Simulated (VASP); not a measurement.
# Sb3Se (P4/mmm) in VASP: a series of runs, part 2 of 2

VASP 6.6.1. The steps go on from the part before.

## (3) Single point, PBE

This run uses another cell than the first one, of 37.11 Å³/atom.

Input file INCAR:

```
PREC = Accurate
ENCUT = 520
EDIFF = 1E-6
ISMEAR = 0
SIGMA = 0.1
LREAL = F
LASPH = T
NELM = 100
ALGO = Normal
ISIF = 2
LWAVE = F
LCHARG = F
GGA = PE
NBANDS = 18
```

Input file KPOINTS:

```
Automatic mesh
0
Gamma
  4 4 2
```

Input file POSCAR:

```
Sb3Se
1.0
    3.8450446200      0.0000000000      0.0000000000
    0.0000000000      3.8450446200      0.0000000000
    0.0000000000      0.0000000000     10.0413785200
Sb Se
3 1
Direct
    0.5000000000      0.5000000000      0.7654517900
    0.0000000000      0.0000000000      0.5000000000
    0.5000000000      0.5000000000      0.2345482100
    0.0000000000      0.0000000000      0.0000000000
```

Potentials or basis: VASP PAW PBE potentials, release 64 (Sb, Se).

On the command line:

```console
cat potpaw_PBE.64/Sb/POTCAR potpaw_PBE.64/Se/POTCAR > POTCAR
mpirun -np 1 vasp_std > vasp.out
```

OUTCAR:

```text
PREC = Accurate
   ENCUT = 520
   EDIFF = 1E-6
   ISMEAR = 0
   LREAL = F
   LASPH = T
   NELM = 100
   ISIF = 2
   GGA = PE

 ion  position               nearest neighbor table
   1  0.500  0.500  0.765-
   2  0.000  0.000  0.500-
   3  0.500  0.500  0.235-
   4  0.000  0.000  0.000-

  LATTYP: Found a simple tetragonal cell.
 ALAT       =     3.8450446200
 C/A-ratio  =     2.6115115720

  Lattice vectors:

 A1 = (   3.8450446200,   0.0000000000,   0.0000000000)
 A2 = (   0.0000000000,   3.8450446200,   0.0000000000)
 A3 = (   0.0000000000,   0.0000000000,  10.0413785200)

Analysis of symmetry for initial positions (statically):
=====================================================================
 Subroutine PRICEL returns:
 Original cell was already a primitive cell.

 Routine SETGRP: Setting up the symmetry group for a
 simple tetragonal supercell.

 Subroutine GETGRP returns: Found 16 space group operations
 (whereof 16 operations were pure point group operations)
 out of a pool of 16 trial point group operations.

The static configuration has the point symmetry D_4h.

Analysis of symmetry for dynamics (positions and initial velocities):
=====================================================================
 Subroutine PRICEL returns:
 Original cell was already a primitive cell.

 Routine SETGRP: Setting up the symmetry group for a
 simple tetragonal supercell.

 Subroutine GETGRP returns: Found 16 space group operations
 (whereof 16 operations were pure point group operations)
 out of a pool of 16 trial point group operations.

The dynamic configuration has the point symmetry D_4h.

 Subroutine INISYM returns: Found 16 space group operations
[... 103 lines left out ...]
   ISMEAR =     0;   SIGMA  =   0.10  broadening in eV -4-tet -1-fermi 0-gaus
   EFERMI_NEDOS =   21; number of points for ismear=-14 and -15
   IALGO  =     38    algorithm
   IMIX   =      4    mixing-type and parameters
     AMIX     =   0.40;   BMIX     =  1.00
     AMIX_MAG =   1.60;   BMIX_MAG =  1.00
  volume/ion in A,a.u.               =      37.11       250.46
  Fermi-wavevector in a.u.,A,eV,Ry     =   0.853000  1.611937  9.899730  0.727610
  Thomas-Fermi vector in A             =   1.969375
   LORBIT       =      0    0 simple, 1 ext, 2 COOP (PROOUT), +10 PAW based schemes
   GGA     = PE    functional components
   LHFCALC =     F    Hartree Fock is set to
   AEXX    =    0.0000 exact exchange contribution
   IVDW    =     0    specifies the selected vdW correction
   LEPSILON=     F    determine dielectric tensor
   LRPA    =     F    only Hartree local field effects (RPA)
 non-spin polarized calculation
 Gauss-broadening in eV      SIGMA  =   0.10
  energy-cutoff  :      520.00
  volume of cell :      148.46
 maximum number of plane-waves:      4008
 NGX is ok and might be reduce to    30
   NGX = 15   NGY = 15   NGZ = 37

 number of electron      20.9999998 magnetization

 Free energy of the ion-electron system (eV)
  ---------------------------------------------------
  ext. energy  EPLUGINS =         0.00000000
  ---------------------------------------------------
  free energy    TOTEN  =       -12.91629648 eV

  energy without entropy =      -12.89628431  energy(sigma->0) =      -12.90629040

 E-fermi :   3.4793     XC(G=0):  -8.6758

 val. band max:        3.4767443770   @ k =   0.5000   0.5000   0.5000
 cond. band min:       3.6113626096   @ k =   0.5000   0.5000   0.5000
 fundamental gap:      0.1346182326
 Fermi energy:         3.4792898950

 k-point     1 :       0.0000    0.0000    0.0000
  band No.  band energies     occupation
      1      -8.6652      2.00000
      2      -6.4254      2.00000
      3      -5.7577      2.00000
      4      -4.3905      2.00000
      5       0.7534      2.00000
      6       2.9610      2.00000
[... 229 lines left out ...]
      5       0.5917      2.00000
      6       0.5917      2.00000
[... 10 lines left out ...]
     17       9.3437      0.00000
     18       9.4671      0.00000

------------------------ aborting loop because EDIFF is reached ----------------------------------------

  FORCE on cell =-STRESS in cart. coord.  units (eV):
  Direction    XX          YY          ZZ          XY          YZ          ZX
  --------------------------------------------------------------------------------------
  -------------------------------------------------------------------------------------
  Total       -7.7898927     -7.7898927    -11.6145570      0.0000000      0.0000000     -0.0000000
  in kB      -84.0709493    -84.0709493   -125.3479187      0.0000000      0.0000000     -0.0000000
  external PRESSURE =     -97.8299391 kB  Pullay stress =       0.0000000 kB

 VOLUME and BASIS-vectors are now :
 -----------------------------------------------------------------------------
  energy-cutoff  :      520.00
  volume of cell :      148.46
      direct lattice vectors                 reciprocal lattice vectors
     3.845044620  0.000000000  0.000000000     0.260075005  0.000000000  0.000000000
     0.000000000  3.845044620  0.000000000     0.000000000  0.260075005  0.000000000
     0.000000000  0.000000000 10.041378520     0.000000000  0.000000000  0.099587920

 POSITION                                       TOTAL-FORCE (eV/Angst)
 -----------------------------------------------------------------------------------
      1.92252      1.92252      7.68619         0.000000     -0.000000      0.231587
      0.00000      0.00000      5.02069         0.000000     -0.000000      0.000000
      1.92252      1.92252      2.35519        -0.000000      0.000000     -0.231587
      0.00000      0.00000      0.00000         0.000000     -0.000000      0.000000
 -----------------------------------------------------------------------------------
    total drift:                               -0.000000      0.000000     -0.000000

  FREE ENERGIE OF THE ION-ELECTRON SYSTEM (eV)
  ---------------------------------------------------
  free  energy   TOTEN  =       -12.9162964830 eV

  energy  without entropy=      -12.8962843082  energy(sigma->0) =      -12.90629040
```

OSZICAR:

```text
N       E                     dE             d eps       ncg     rms          rms(c)
DAV:   1     0.780245888672E+02    0.78025E+02   -0.68475E+03   432   0.883E+02
DAV:   2    -0.726149990350E+01   -0.85286E+02   -0.83047E+02   598   0.138E+02
DAV:   3    -0.134269760241E+02   -0.61655E+01   -0.60821E+01   480   0.389E+01
DAV:   4    -0.134952491392E+02   -0.68273E-01   -0.68188E-01   480   0.486E+00
DAV:   5    -0.134961365436E+02   -0.88740E-03   -0.88730E-03   482   0.621E-01    0.340E+00
DAV:   6    -0.132318679427E+02    0.26427E+00   -0.30183E+00   516   0.598E+00    0.320E+00
DAV:   7    -0.129325551883E+02    0.29931E+00   -0.22623E+00   496   0.358E+00    0.108E+00
DAV:   8    -0.129148565337E+02    0.17699E-01   -0.15516E-01   468   0.171E+00    0.336E-01
DAV:   9    -0.129161393472E+02   -0.12828E-02   -0.14400E-02   462   0.558E-01    0.198E-01
DAV:  10    -0.129162505951E+02   -0.11125E-03   -0.39995E-03   526   0.204E-01    0.783E-02
DAV:  11    -0.129163104212E+02   -0.59826E-04   -0.86886E-04   466   0.149E-01    0.209E-02
DAV:  12    -0.129162956085E+02    0.14813E-04   -0.87462E-05   470   0.426E-02    0.531E-03
DAV:  13    -0.129162964830E+02   -0.87454E-06   -0.97739E-06   462   0.146E-02
   1 F= -.12916296E+02 E0= -.12906290E+02  d E =-.200122E-01
```

stdout:

```text
POSCAR found type information on POSCAR SbSe
 POSCAR found :  2 types and       4 ions
 scaLAPACK will be used
 LDA part: xc-table for (Slater+PW92), standard interpolation
 POSCAR, INCAR and KPOINTS ok, starting setup
 FFT: planning ... GRIDC
 FFT: planning ... GRID_SOFT
 FFT: planning ... GRID
 WAVECAR not read
 entering main loop
```

Run time: 22 s. Hardware: 1 thread of Intel Xeon Platinum 8559C (Emerald Rapids), shared host; peak memory 0.24 GiB.

Results:

- Free energy: -12.9163 eV
- Pressure: -9.8 GPa
- Largest force: 0.232 eV/Å
- Band gap on the k mesh: zero (an odd number of electrons rules out a gap without spin polarisation)

Forces on the atoms (eV/Å):
```
Sb   0.000  0.000  0.232
Sb   0.000  0.000  0.000
Sb   0.000  0.000 -0.232
Se   0.000  0.000  0.000
```

Levels at points of the mesh, in eV from the Fermi level:
```csv
k point,band 8,band 9,band 10,band 11,band 12,band 13
"(0.00, 0.00, 0.00)",-0.38,-0.26,0.96,0.96,1.55,1.55
"(0.50, 0.00, 0.00)",-1.63,-0.84,-0.16,0.17,2.11,2.12
"(0.50, 0.50, 0.00)",-1.86,-1.60,-1.60,-1.26,-0.46,0.17
"(0.00, 0.00, 0.50)",-0.48,0.67,0.67,1.46,1.84,2.17
"(0.50, 0.00, 0.50)",-2.82,0.17,0.60,1.14,1.20,1.48
"(0.50, 0.50, 0.50)",-2.63,-1.13,-0.26,-0.26,-0.22,-0.22
```

Caveat: the k points lie up to 0.41 Å⁻¹ apart, too coarse for converged energies and pressures of a metal; spin-orbit coupling is left out, which moves the levels of the heavy elements.

## (4) Single point, PBE

This run uses another cell than the first one, of 25.62 Å³/atom.

INCAR is that of step 3.

Input file KPOINTS:

```
Automatic mesh
0
Gamma
  6 6 2
```

Input file POSCAR:

```
Sb3Se
1.0
    3.7045124939      0.0000000000      0.0000000000
    0.0000000000      3.7045124939      0.0000000000
    0.0000000000      0.0000000000      7.4666374135
Sb Se
3 1
Direct
    0.5000000000      0.5000000000      0.7571602786
    0.0000000000      0.0000000000      0.5000000000
    0.5000000000      0.5000000000      0.2428397214
    0.0000000000      0.0000000000      0.0000000000
```

Potentials or basis: VASP PAW PBE potentials, release 64 (Sb, Se).

On the command line:

```console
cat potpaw_PBE.64/Sb/POTCAR potpaw_PBE.64/Se/POTCAR > POTCAR
mpirun -np 1 vasp_std > vasp.out
```

OUTCAR:

```text
PREC = Accurate
   ENCUT = 520
   EDIFF = 1E-6
   ISMEAR = 0
   LREAL = F
   LASPH = T
   NELM = 100
   ISIF = 2
   GGA = PE

 ion  position               nearest neighbor table
   1  0.500  0.500  0.757-   4 3.19   4 3.19   4 3.19   4 3.19   2 3.25   2 3.25   2 3.25   2 3.25
                             3 3.63
   2  0.000  0.000  0.500-   1 3.25   3 3.25   1 3.25   3 3.25   1 3.25   3 3.25   1 3.25   3 3.25

   3  0.500  0.500  0.243-   4 3.19   4 3.19   4 3.19   4 3.19   2 3.25   2 3.25   2 3.25   2 3.25
                             1 3.63
   4  0.000  0.000  0.000-   1 3.19   3 3.19   1 3.19   3 3.19   1 3.19   3 3.19   1 3.19   3 3.19

  LATTYP: Found a simple tetragonal cell.
 ALAT       =     3.7045124939
 C/A-ratio  =     2.0155519588

  Lattice vectors:

 A1 = (   3.7045124939,   0.0000000000,   0.0000000000)
 A2 = (   0.0000000000,   3.7045124939,   0.0000000000)
 A3 = (   0.0000000000,   0.0000000000,   7.4666374135)

Analysis of symmetry for initial positions (statically):
=====================================================================
 Subroutine PRICEL returns:
 Original cell was already a primitive cell.
[... 171 lines left out ...]

 val. band max:        7.6589527473   @ k =   0.5000   0.5000   0.5000
 cond. band min:       7.7924398716   @ k =   0.1667   0.0000   0.0000
 fundamental gap:      0.1334871243
 Fermi energy:         7.6926686474

 k-point     1 :       0.0000    0.0000    0.0000
  band No.  band energies     occupation
      1      -6.3559      2.00000
      2      -3.9126      2.00000
      3      -2.6680      2.00000
      4       1.0080      2.00000
      5       5.2021      2.00000
      6       5.2628      2.00000
[... 397 lines left out ...]
      5       2.5583      2.00000
      6       2.5583      2.00000
[... 10 lines left out ...]
     17      16.9545      0.00000
     18      17.4835      0.00000

------------------------ aborting loop because EDIFF is reached ----------------------------------------

  FORCE on cell =-STRESS in cart. coord.  units (eV):
  Direction    XX          YY          ZZ          XY          YZ          ZX
  --------------------------------------------------------------------------------------
  -------------------------------------------------------------------------------------
  Total        0.0230928      0.0230928     -0.0263578      0.0000000      0.0000000     -0.0000000
  in kB        0.3610772      0.3610772     -0.4121279      0.0000000      0.0000000     -0.0000000
  external PRESSURE =       0.1033422 kB  Pullay stress =       0.0000000 kB

 VOLUME and BASIS-vectors are now :
 -----------------------------------------------------------------------------
  energy-cutoff  :      520.00
  volume of cell :      102.47
      direct lattice vectors                 reciprocal lattice vectors
     3.704512494  0.000000000  0.000000000     0.269941052  0.000000000  0.000000000
     0.000000000  3.704512494  0.000000000     0.000000000  0.269941052  0.000000000
     0.000000000  0.000000000  7.466637413     0.000000000  0.000000000  0.133929096

 POSITION                                       TOTAL-FORCE (eV/Angst)
 -----------------------------------------------------------------------------------
      1.85226      1.85226      5.65344         0.000000     -0.000000     -0.025385
      0.00000      0.00000      3.73332         0.000000      0.000000      0.000000
      1.85226      1.85226      1.81320        -0.000000     -0.000000      0.025385
      0.00000      0.00000      0.00000         0.000000      0.000000      0.000000
 -----------------------------------------------------------------------------------
    total drift:                               -0.000000      0.000000     -0.000000

  FREE ENERGIE OF THE ION-ELECTRON SYSTEM (eV)
  ---------------------------------------------------
  free  energy   TOTEN  =       -15.1847588451 eV

  energy  without entropy=      -15.1758978475  energy(sigma->0) =      -15.18032835
```

stdout:

```text
POSCAR found type information on POSCAR SbSe
 POSCAR found :  2 types and       4 ions
 scaLAPACK will be used
 LDA part: xc-table for (Slater+PW92), standard interpolation
 POSCAR, INCAR and KPOINTS ok, starting setup
 FFT: planning ... GRIDC
 FFT: planning ... GRID_SOFT
 FFT: planning ... GRID
 WAVECAR not read
 entering main loop
```

It took 19 s on 1 thread of Intel Xeon Platinum 8559C (Emerald Rapids), shared host; peak memory 0.2 GiB.

What came out:

- Free energy: -15.1848 eV
- Pressure: 0.0 GPa
- Largest force: 0.025 eV/Å
- Band gap on the k mesh: zero (an odd number of electrons rules out a gap without spin polarisation)

Forces on the atoms (eV/Å):
```
Sb   0.000  0.000 -0.025
Sb   0.000  0.000  0.000
Sb   0.000  0.000  0.025
Se   0.000  0.000  0.000
```

Stress tensor (GPa, compression positive):
```
 0.04  0.00  0.00
 0.00  0.04  0.00
 0.00  0.00 -0.04
```

Caveat: the k points lie up to 0.42 Å⁻¹ apart, too coarse for converged energies and pressures of a metal; spin-orbit coupling is left out, which moves the levels of the heavy elements.

## (5) Single point, PBE

This run uses another cell than the first one, of 25.72 Å³/atom.

Input file INCAR:

```
SYSTEM = Sb3Se
ALGO     = Normal         ! electronic algorithm
EDIFF    = 1E-7           ! SCF threshold, eV
ENCUT    = 520            ! plane-wave cutoff, eV
GGA      = PE             ! functional
ISIF     = 2              ! what is computed and relaxed
ISMEAR   = 0              ! smearing method
LASPH    = .True.         ! aspherical terms in the spheres
LCHARG   = .True.         ! write CHGCAR
LELF     = .True.         ! ELF
LREAL    = .False.        ! projectors in reciprocal space
LVHAR    = .True.       
LWAVE    = .False.        ! write WAVECAR
NBANDS   = 18             ! bands
NELM     = 80             ! most SCF steps
PREC     = Accurate       ! precision mode
SIGMA    = 0.1            ! smearing width, eV
```

Input file KPOINTS:

```
k-points
0
Gamma
  6 6 4
  0 0 0
```

Input file POSCAR:

```
Sb3Se
1.0
    3.7310558078      0.0000000000      0.0000000000
    0.0000000000      3.7310558078      0.0000000000
    0.0000000000      0.0000000000      7.3894436175
Sb Se
3 1
Direct
    0.5000000000      0.5000000000      0.7571325062
    0.0000000000      0.0000000000      0.5000000000
    0.5000000000      0.5000000000      0.2428674938
    0.0000000000      0.0000000000      0.0000000000
```

On the command line:

```console
cat potpaw_PBE.64/Sb/POTCAR potpaw_PBE.64/Se/POTCAR > POTCAR
mpirun -np 1 vasp_std > vasp.out
```

Run time: 31 s. Hardware: 1 thread of Intel Xeon Platinum 8559C (Emerald Rapids), shared host; peak memory 0.22 GiB.

Results (log left out):

* Free energy: -15.1374 eV
* Pressure: -0.3 GPa
* Largest force: 0.026 eV/Å
* Band gap on the k mesh: zero (an odd number of electrons rules out a gap without spin polarisation)

Forces on the atoms (eV/Å):
```
Sb   0.000  0.000 -0.026
Sb   0.000  0.000  0.000
Sb   0.000  0.000  0.026
Se   0.000  0.000  0.000
```

Stress tensor (GPa, compression positive):
```
-0.23  0.00  0.00
 0.00 -0.23  0.00
 0.00  0.00 -0.42
```

Levels at points of the mesh, in eV from the Fermi level:
| k point | band 7 | band 8 | band 9 | band 10 | band 11 | band 12 | band 13 | band 14 |
| --- | --- | --- | --- | --- | --- | --- | --- | --- |
| (0.00, 0.00, 0.00) | -2.32 | -0.72 | -0.40 | -0.11 | -0.11 | 0.93 | 0.93 | 3.22 |
| (0.50, 0.00, 0.00) | -1.01 | -0.76 | -0.57 | -0.28 | 0.87 | 1.05 | 1.41 | 1.99 |
| (0.50, 0.50, 0.00) | -3.25 | -3.13 | -3.13 | -2.74 | -2.65 | -2.65 | 0.72 | 2.10 |
| (0.00, 0.00, 0.50) | -2.21 | -2.20 | -1.18 | -1.18 | 2.12 | 2.57 | 2.57 | 2.70 |
| (0.50, 0.00, 0.50) | -3.68 | -3.28 | -0.98 | 1.30 | 1.31 | 1.40 | 1.74 | 1.75 |
| (0.50, 0.50, 0.50) | -4.89 | -4.89 | -2.17 | -1.04 | -0.90 | -0.63 | 0.06 | 0.06 |

Caveat: spin-orbit coupling is left out, which moves the levels of the heavy elements.

## (6) The runs side by side

```tsv
cell	k mesh	gap on the mesh (eV)	pressure (GPa)	largest force (eV/Å)
a = 3.616, b = 3.616, c = 7.954 Å, 4 atoms, atomic positions A	4 × 4 × 2	none	-0.2	0.02
a = 3.845, b = 3.845, c = 10.041 Å, 4 atoms, atomic positions B	4 × 4 × 2	none	-9.8	0.23
a = 3.705, b = 3.705, c = 7.467 Å, 4 atoms, atomic positions C	6 × 6 × 2	none	0.0	0.03
a = 3.731, b = 3.731, c = 7.389 Å, 4 atoms, atomic positions C	6 × 6 × 4	none	-0.3	0.03
```

Alike in all rows: task single point; level PBE; potentials or basis VASP PAW PBE potentials, release 64 (Sb, Se); no spin polarisation; cutoff (eV) 520; smearing gaussian 0.1 eV.

Caveats: some runs use coarse meshes; spin-orbit coupling is left out, which moves the levels of the heavy elements.

Absolute energies hang on the potentials; compare differences alone.
